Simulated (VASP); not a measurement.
Write the native input for VASP 6.6.1 that does the following.

* Task: single point
* Functional: LDA
* Potentials or basis: VASP PAW LDA potentials, release 64 (Te)
* Cutoff: 520 eV
* k mesh: 9 × 9 × 6
* Occupations: fermi-dirac, width 0.08 eV
* Spin: no spin polarisation
* Dipole correction: no
* Further INCAR settings: ALGO = Normal; EDIFF = 1e-06; NBANDS = 16

The structure of Te lies in POSCAR:

```
Te
1.0
    4.4579994587      0.0000000000      0.0000000000
   -2.2289997294      3.8607407813      0.0000000000
    0.0000000000      0.0000000000      6.1027500000
Te
3
Direct
    0.7450000000      0.0000000000      0.3333333333
    0.0000000000      0.7450000000      0.6666666667
    0.2550000000      0.2550000000      0.0000000000
```

This cell differs from its parent crystal: zz strain of +3 %.

These files were run (other wordings do the same):

INCAR

```
  PREC = Accurate
  ENCUT = 520
  EDIFF = 1E-6
  ISMEAR = -1
  SIGMA = 0.08
  LREAL = F
  LASPH = T
  NELM = 100
  ALGO = Normal
  ISIF = 2
  LWAVE = F
  LCHARG = F
  GGA = CA
  NBANDS = 16
```

KPOINTS

```
regular mesh
0
Gamma
  9 9 6
```

Potentials or basis: VASP PAW LDA potentials, release 64 (Te).

Run with:

```console
$ cat potpaw_LDA.64/Te/POTCAR > POTCAR
$ mpirun -np 1 vasp_std > vasp.out
```

It gave:

The pressure is -2.1 GPa, the largest force is 0.277 eV/Å and the band gap on the k mesh is zero (filled and empty bands touch).

Caveat: the cell differs from its parent crystal (zz strain of +3 %); spin-orbit coupling is left out, which moves the levels of the heavy elements.

Wall time 78 s on 1 thread of Intel(R) Xeon(R) Platinum 8259CL CPU @ 2.50GHz (Skylake/Cascade Lake) (shared host), peak memory 0.24 GiB.
